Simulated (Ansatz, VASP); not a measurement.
SnO2: VASP beside Ansatz

INCAR

```
SYSTEM = SnO2
PREC = Accurate ; ENCUT = 520
EDIFF = 1E-6 ; ISMEAR = 0
SIGMA = 0.05 ; LREAL = .False.
LASPH = .True. ; NELM = 100
ALGO = Normal ; ISIF = 2
LWAVE = .False. ; LCHARG = .False.
GGA = PE ; NBANDS = 35
```

The input KPOINTS:

```
Automatic mesh
0
Gamma
  6 6 8
  0 0 0
```

POSCAR

```
SnO2
1.0
    4.8277049966      0.0000000000      0.0000000000
    0.0000000000      4.8277049966      0.0000000000
    0.0000000000      0.0000000000      3.2379909407
Sn O
2 4
Direct
    0.0000000000      0.0000000000      0.0000000000
    0.5000000000      0.5000000000      0.5000000000
    0.2699879580      0.2699879580      0.0000000000
    0.1567777846      0.7699879580      0.5000000000
    0.6567777846      0.6567777846      0.0000000000
    0.7699879580      0.1567777846      0.5000000000
```

Input for Ansatz:

```yaml
crystal:
  lattice:
    - [4.8277049966, 0.0, 0.0]
    - [0.0, 4.8277049966, 0.0]
    - [0.0, 0.0, 3.2379909407]
  atoms:
    - { symbol: Sn, position: [0.0, 0.0, 0.0] }
    - { symbol: Sn, position: [0.5, 0.5, 0.5] }
    - { symbol: O, position: [0.269987958, 0.269987958, 0.0] }
    - { symbol: O, position: [0.1567777846, 0.769987958, 0.5] }
    - { symbol: O, position: [0.6567777846, 0.6567777846, 0.0] }
    - { symbol: O, position: [0.769987958, 0.1567777846, 0.5] }
basis:
  ecutwfc: 420
kpoints:
  mp_grid: { grid: [6, 6, 8] }
hamiltonian:
  xc: pbe
scf:
  occupations: { method: gaussian, width: 0.05 }
output:
  forces: true
  stress: true
  eigenvalues: true
```

Change from the starting cell: all O atoms moved -0.250 Å, as atom 3 towards its neighbour atom 5 (O) at 2.641 Å.

Alike in both runs: task single point; functional PBE; k mesh 6 × 6 × 8; occupations gaussian, width 0.05 eV; no spin polarisation.

```csv
,VASP,Ansatz
version,VASP 6.6.1,Ansatz 0.2.0
potentials or method,"VASP PAW PBE potentials, release 64 (Sn_d, O), cutoff 520 eV","scalar-relativistic, plane waves, PAW"
valence electrons in the cell,52,52
```

|  | VASP | Ansatz | Ansatz less VASP |
| --- | --- | --- | --- |
| gap on the k mesh at the Fermi level (eV) | 0.75 | 0.77 | +0.017 |
| least direct gap on the mesh (eV) | 0.75 | 0.77 | +0.017 |
| pressure (GPa) | 6.7 | 6.2 | -0.47 |
| traceless stress, the component that is largest in VASP (GPa) | 8.46 | 8.65 | +0.190 |
| rms of the force components (eV/Å) | 1.843 | 1.822 | -0.0203 |

Atom by atom the forces differ by 0.025 eV/Å (rms over components).
